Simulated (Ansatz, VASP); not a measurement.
# One calculation of Ge, two programs

File INCAR:

```
  PREC = Accurate
  ENCUT = 520
  EDIFF = 1E-6
  ISMEAR = 0
  SIGMA = 0.15
  LREAL = False
  LASPH = True
  NELM = 100
  ALGO = Normal
  ISIF = 2
  LWAVE = False
  LCHARG = False
  GGA = PE
  NBANDS = 21
```

KPOINTS

```
Automatic mesh
0
Gamma
  14 14 14
```

POSCAR

```
Ge
1.0
    0.0000000000      2.6873315000      2.8287700000
    2.6873315000      0.0000000000      2.8287700000
    2.6873315000      2.6873315000      0.0000000000
Ge
2
Direct
    0.5000000000      0.5000000000      0.5000000000
    0.7500000000      0.7500000000      0.7500000000
```

Input for Ansatz:

```yaml
crystal:
  lattice:
    - [0.0, 2.6873315, 2.82877]
    - [2.6873315, 0.0, 2.82877]
    - [2.6873315, 2.6873315, 0.0]
  atoms:
    - { symbol: Ge, position: [0.5, 0.5, 0.5] }
    - { symbol: Ge, position: [0.75, 0.75, 0.75] }
basis:
  ecutwfc: 420
kpoints:
  mp_grid: { grid: [14, 14, 14] }
hamiltonian:
  xc: pbe
scf:
  occupations: { method: gaussian, width: 0.15 }
output:
  forces: true
  stress: true
  eigenvalues: true
```

Change from the starting cell: strain -0.050 along x and y, +0.000 along z, atoms carried along.

Alike in both runs: task single point; functional PBE; k mesh 14 × 14 × 14; occupations gaussian, width 0.15 eV; no spin polarisation.

|  | VASP | Ansatz |
| --- | --- | --- |
| version | VASP 6.6.1 | Ansatz 0.2.0 |
| potentials or method | VASP PAW PBE potentials, release 64 (Ge_d), cutoff 520 eV | scalar-relativistic, plane waves, PAW |
| valence electrons in the cell | 28 | 28 |

Ansatz gave:

- gap on the k mesh at the Fermi level (eV): 0.10
- least direct gap on the mesh (eV): 0.82
- pressure (GPa): 13.5
- traceless stress, the component that is largest in VASP (GPa): -2.79

**Question.** Which values does VASP return?

**Answer.** gap on the k mesh at the Fermi level (eV): 0.10; least direct gap on the mesh (eV): 0.83; pressure (GPa): 13.4; traceless stress, the component that is largest in VASP (GPa): -2.81.
